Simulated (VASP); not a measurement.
**Zn4SeS3: single point with PBE**

The system is Zn4SeS3.

```
Zn Se S
1.0
     5.69362    0.00000    0.00000
     0.00000    5.69362    0.00000
     0.00000    0.00000    5.69362
Zn Se S
4 1 3
Direct
  0.74404 0.74404 0.74404
  0.74404 0.25596 0.25596
  0.25596 0.74404 0.25596
  0.25596 0.25596 0.74404
  0.00000 0.00000 0.00000
  0.50000 0.50000 0.00000
  0.50000 0.00000 0.50000
  0.00000 0.50000 0.50000
```

| Item | Value |
| --- | --- |
| Program | VASP 6.6.1 |
| Task | single point |
| Functional | PBE |
| Potentials or basis | VASP PAW PBE potentials, release 64 (Zn, Se, S) |
| Cutoff | 520 eV |
| k mesh | 6 × 6 × 6 |
| Occupations | gaussian, width 0.02 eV |
| Spin | no spin polarisation |
| Dipole correction | no |
| Further INCAR settings | ALGO = Normal; EDIFF = 1e-06; NBANDS = 46 |

| Quantity | Value |
| --- | --- |
| Pressure | -5.0 GPa |
| Band gap on the k mesh | 1.36 eV |

Levels at points of the mesh, in eV from the valence-band top:
```tsv
k point	band 33	band 34	band 35	band 36	band 37	band 38	band 39	band 40
(0.00, 0.00, 0.00)	-1.76	0.00	0.00	0.00	1.36	3.33	3.62	3.62
(0.50, 0.00, 0.00)	-1.17	-1.17	-0.87	-0.87	3.83	3.87	4.52	4.54
(0.50, 0.50, 0.00)	-0.97	-0.86	-0.60	-0.60	4.16	4.16	4.28	4.33
(0.50, 0.50, 0.50)	-0.84	-0.48	-0.48	-0.48	2.79	2.79	2.79	3.01
```

It took 2.2 min on 1 thread of Intel(R) Xeon(R) Platinum 8559C (Emerald Rapids) (shared host), peak memory 0.34 GiB.

Caveat: the cell stands under tension.
